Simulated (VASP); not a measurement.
# Cd (P6_3/mmc) in VASP: further runs, part 2 of 2

VASP 6.6.1. Earlier steps stand in the parts before.

## (4) Electric field gradients, PBEsol (volume scaled by 0.98)

INCAR reads:

```
SYSTEM = Cd
PREC = Accurate
ENCUT = 520
EDIFF = 1E-8
ISMEAR = -1
SIGMA = 0.05
LREAL = .False.
LASPH = .True.
NELM = 100
ALGO = Normal
ISIF = 2
LWAVE = .False.
LCHARG = .False.
GGA = PS
LEFG = .True.
NBANDS = 19
```

KPOINTS reads:

```
Automatic mesh
0
Gamma
  16 16 7
  0 0 0
```

POSCAR reads:

```
Cd
1.0
    2.9588794728      0.0000000000      0.0000000000
   -1.4794397363      2.5624647901      0.0000000000
    0.0000000000      0.0000000000      5.5799465150
Cd
2
Direct
    0.3333333333      0.6666666667      0.2500000000
    0.6666666667      0.3333333333      0.7500000000
```

Potentials or basis: VASP PAW PBE potentials, release 64 (Cd).

The run is started by

```
$ cat potpaw_PBE.64/Cd/POTCAR > POTCAR
$ mpirun -np 1 vasp_std > vasp.out
```

OUTCAR:

```text
SYSTEM = Cd
   PREC = Accurate
   ENCUT = 520
   EDIFF = 1E-8
   ISMEAR = -1
   LREAL = .False.
   LASPH = .True.
   NELM = 100
   ISIF = 2
   GGA = PS

 ion  position               nearest neighbor table
   1  0.333  0.667  0.250-   2 3.27   2 3.27   2 3.27   2 3.27   2 3.27   2 3.27
   2  0.667  0.333  0.750-   1 3.27   1 3.27   1 3.27   1 3.27   1 3.27   1 3.27

  LATTYP: Found a hexagonal cell.
 ALAT       =     2.9588794728
 C/A-ratio  =     1.8858309594

  Lattice vectors:

 A1 = (   2.9588794728,   0.0000000000,   0.0000000000)
 A2 = (  -1.4794397363,   2.5624647901,   0.0000000000)
[... 743 lines left out ...]
  free  energy   TOTEN  =        -2.4035204786 eV

  energy  without entropy=       -2.3988129537  energy(sigma->0) =       -2.40116672

 Electric field gradients (V/A^2)
---------------------------------------------------------------------
 ion       V_xx      V_yy      V_zz      V_xy      V_xz      V_yz
---------------------------------------------------------------------
   1     -41.245   -41.244    82.489     0.001     0.000    -0.000
   2     -41.245   -41.244    82.489     0.001    -0.000     0.000
---------------------------------------------------------------------

 Electric field gradients after diagonalization (V/A^2)
 (convention: |V_zz| > |V_xx| > |V_yy|)
----------------------------------------------------------------------
 ion       V_xx      V_yy      V_zz     asymmetry (V_yy - V_xx)/ V_zz
----------------------------------------------------------------------
   1     -41.246   -41.243    82.489       0.000
   2     -41.246   -41.243    82.489       0.000
----------------------------------------------------------------------

           NMR quadrupolar parameters

 Cq : quadrupolar parameter    Cq=e*Q*V_zz/h
 eta: asymmetry parameters     (V_yy - V_xx)/ V_zz
 Q  : nuclear electric quadrupole moment in mb (millibarn)
----------------------------------------------------------------------
 ion       Cq(MHz)       eta       Q (mb)
----------------------------------------------------------------------
   1       0.199       0.000       1.000
   2       0.199       0.000       1.000
----------------------------------------------------------------------
```

Wall time 61 s (1 thread of Intel Xeon Platinum 8259CL at 2.50GHz (Skylake/Cascade Lake), shared host); peak memory 0.21 GiB.

What came out:

- Free energy: -2.4035 eV
- Pressure: 0.0 GPa
- Band gap on the k mesh: zero (band 12 reaches 3.87 eV, above the bottom of band 13 at -0.09 eV)

Electric field gradients, principal values (V/Å²):
| atom | least | middle | greatest (by size) |
| --- | --- | --- | --- |
| 1 Cd | -41.243 | -41.246 | 82.489 |
| 2 Cd | -41.243 | -41.246 | 82.489 |

Caveat: without QUAD_EFG the Cq values of the log hold for a quadrupole moment of 1 mb, not for the nuclei; the PAW data sets were made with another functional, which shifts forces and pressure a little.

## (5) Electric field gradients, PBEsol (zz strain of -2 %)

INCAR reads:

```
  PREC = Accurate
  ENCUT = 520
  EDIFF = 1E-8
  ISMEAR = -1
  SIGMA = 0.05
  LREAL = False
  LASPH = True
  NELM = 60
  ALGO = Normal
  ISIF = 2
  LWAVE = False
  LCHARG = False
  GGA = PS
  LEFG = True
  NBANDS = 19
```

KPOINTS reads:

```
Automatic mesh
0
Gamma
  16 16 7
```

POSCAR reads:

```
Cd
1.0
    2.9788725081      0.0000000000      0.0000000000
   -1.4894362540      2.5797792666      0.0000000000
    0.0000000000      0.0000000000      5.5052970000
Cd
2
Direct
    0.3333333333      0.6666666667      0.2500000000
    0.6666666667      0.3333333333      0.7500000000
```

Potentials or basis: VASP PAW PBE potentials, release 64 (Cd).

The run is started by

```
$ cat potpaw_PBE.64/Cd/POTCAR > POTCAR
$ mpirun -np 1 vasp_std > vasp.out
```

OUTCAR:

```text
PREC = Accurate
   ENCUT = 520
   EDIFF = 1E-8
   ISMEAR = -1
   LREAL = False
   LASPH = True
   NELM = 60
   ISIF = 2
   GGA = PS

 ion  position               nearest neighbor table
   1  0.333  0.667  0.250-   2 3.25   2 3.25   2 3.25   2 3.25   2 3.25   2 3.25
   2  0.667  0.333  0.750-   1 3.25   1 3.25   1 3.25   1 3.25   1 3.25   1 3.25

  LATTYP: Found a hexagonal cell.
 ALAT       =     2.9788725081
 C/A-ratio  =     1.8481143403

  Lattice vectors:

 A1 = (   2.9788725081,   0.0000000000,   0.0000000000)
 A2 = (  -1.4894362540,   2.5797792666,   0.0000000000)
 A3 = (   0.0000000000,   0.0000000000,   5.5052970000)

Analysis of symmetry for initial positions (statically):
=====================================================================
 Subroutine PRICEL returns:
 Original cell was already a primitive cell.

 Routine SETGRP: Setting up the symmetry group for a
[... 719 lines left out ...]
  energy-cutoff  :      520.00
  volume of cell :       42.31
      direct lattice vectors                 reciprocal lattice vectors
     2.978872508  0.000000000  0.000000000     0.335697482  0.193815032  0.000000000
    -1.489436254  2.579779267  0.000000000     0.000000000  0.387630063  0.000000000
     0.000000000  0.000000000  5.505297000     0.000000000  0.000000000  0.181643243

 POSITION                                       TOTAL-FORCE (eV/Angst)
 -----------------------------------------------------------------------------------
     -0.00000      1.71985      1.37632         0.000000     -0.000000     -0.000000
      1.48944      0.85993      4.12897        -0.000000      0.000000      0.000000
 -----------------------------------------------------------------------------------
    total drift:                               -0.000000      0.000000      0.000000

  FREE ENERGIE OF THE ION-ELECTRON SYSTEM (eV)
  ---------------------------------------------------
  free  energy   TOTEN  =        -2.4051455256 eV

  energy  without entropy=       -2.4007341488  energy(sigma->0) =       -2.40293984

 Electric field gradients (V/A^2)
---------------------------------------------------------------------
 ion       V_xx      V_yy      V_zz      V_xy      V_xz      V_yz
---------------------------------------------------------------------
   1     -35.187   -35.186    70.373     0.001     0.000    -0.000
   2     -35.187   -35.186    70.373     0.001    -0.000     0.000
---------------------------------------------------------------------

 Electric field gradients after diagonalization (V/A^2)
 (convention: |V_zz| > |V_xx| > |V_yy|)
----------------------------------------------------------------------
 ion       V_xx      V_yy      V_zz     asymmetry (V_yy - V_xx)/ V_zz
----------------------------------------------------------------------
   1     -35.188   -35.185    70.373       0.000
   2     -35.188   -35.185    70.373       0.000
----------------------------------------------------------------------

           NMR quadrupolar parameters

 Cq : quadrupolar parameter    Cq=e*Q*V_zz/h
 eta: asymmetry parameters     (V_yy - V_xx)/ V_zz
 Q  : nuclear electric quadrupole moment in mb (millibarn)
----------------------------------------------------------------------
 ion       Cq(MHz)       eta       Q (mb)
----------------------------------------------------------------------
   1       0.170       0.000       1.000
   2       0.170       0.000       1.000
----------------------------------------------------------------------
```

OSZICAR:

```text
N       E                     dE             d eps       ncg     rms          rms(c)
DAV:   1     0.174601573959E+03    0.17460E+03   -0.13113E+04  4568   0.127E+03
DAV:   2     0.143413383062E+01   -0.17317E+03   -0.16686E+03  4722   0.333E+02
DAV:   3    -0.257978376504E+01   -0.40139E+01   -0.40061E+01  5256   0.580E+01
DAV:   4    -0.258671948943E+01   -0.69357E-02   -0.69353E-02  5039   0.228E+00
DAV:   5    -0.258673991637E+01   -0.20427E-04   -0.20427E-04  5012   0.121E-01    0.460E+00
DAV:   6    -0.241871105391E+01    0.16803E+00   -0.39060E-01  5004   0.771E+00    0.368E+00
DAV:   7    -0.240688888933E+01    0.11822E-01   -0.31137E-02  5033   0.164E+00    0.197E+00
DAV:   8    -0.240511022349E+01    0.17787E-02   -0.33188E-03  4823   0.715E-01    0.963E-02
DAV:   9    -0.240512454939E+01   -0.14326E-04   -0.23186E-05  5139   0.516E-02    0.439E-02
DAV:  10    -0.240514572364E+01   -0.21174E-04   -0.15091E-05  4908   0.413E-02    0.349E-03
DAV:  11    -0.240514564076E+01    0.82886E-07   -0.13016E-07  5062   0.363E-03    0.141E-03
DAV:  12    -0.240514550676E+01    0.13399E-06   -0.50459E-09  3440   0.625E-04    0.973E-04
DAV:  13    -0.240514552187E+01   -0.15108E-07   -0.55189E-10  2601   0.250E-04    0.230E-04
DAV:  14    -0.240514552556E+01   -0.36903E-08   -0.42519E-11  2580   0.691E-05
   1 F= -.24051455E+01 E0= -.24029398E+01  d E =-.441138E-02
```

stdout:

```text
POSCAR found type information on POSCAR Cd
 POSCAR found :  1 types and       2 ions
 scaLAPACK will be used
 -----------------------------------------------------------------------------
|                                                                             |
|                                                                             |
|     You enforced a specific xc type in the INCAR file but a different       |
|     I HOPE YOU KNOW WHAT YOU ARE DOING!                                     |
|                                                                             |
 -----------------------------------------------------------------------------

 LDA part: xc-table for (Slater+PW92), standard interpolation
 POSCAR, INCAR and KPOINTS ok, starting setup
 FFT: planning ... GRIDC
 FFT: planning ... GRID_SOFT
 FFT: planning ... GRID
 WAVECAR not read
 entering main loop
ion   1

ion   2
```

Wall time 62 s (1 thread of Intel Xeon Platinum 8259CL at 2.50GHz (Skylake/Cascade Lake), shared host); peak memory 0.21 GiB.

Results:

* Free energy: -2.4051 eV
* Pressure: -0.4 GPa
* Band gap on the k mesh: zero (band 12 reaches 4.01 eV, above the bottom of band 13 at 0.13 eV)

Electric field gradients, principal values (V/Å²):
| atom | least | middle | greatest (by size) |
| --- | --- | --- | --- |
| 1 Cd | -35.185 | -35.188 | 70.373 |
| 2 Cd | -35.185 | -35.188 | 70.373 |

Caveat: the cell differs from its parent crystal (zz strain of -2 %); without QUAD_EFG the Cq values of the log hold for a quadrupole moment of 1 mb, not for the nuclei; the PAW data sets were made with another functional, which shifts forces and pressure a little.

## (6) Summary

| cell | gap on the mesh (eV) | pressure (GPa) |
| --- | --- | --- |
| a = 2.918, b = 2.918, c = 5.503 Å, angles 90.0, 90.0, 120.0°, 2 atoms | none | 2.9 |
| a = 2.939, b = 2.939, c = 5.542 Å, angles 90.0, 90.0, 120.0°, 2 atoms | none | 1.3 |
| a = 2.959, b = 2.959, c = 5.580 Å, angles 90.0, 90.0, 120.0°, 2 atoms | none | 0.0 |
| a = 2.979, b = 2.979, c = 5.505 Å, angles 90.0, 90.0, 120.0°, 2 atoms | none | -0.4 |

Alike in all rows: task electric field gradients; level PBEsol; potentials or basis VASP PAW PBE potentials, release 64 (Cd); no spin polarisation; k mesh 16 × 16 × 7; cutoff (eV) 520; smearing fermi-dirac 0.05 eV.

Caveats: the PAW data sets were made with another functional, which shifts forces and pressure a little.

Total energies depend on the potentials used, so only differences within one code and one set of settings carry meaning.
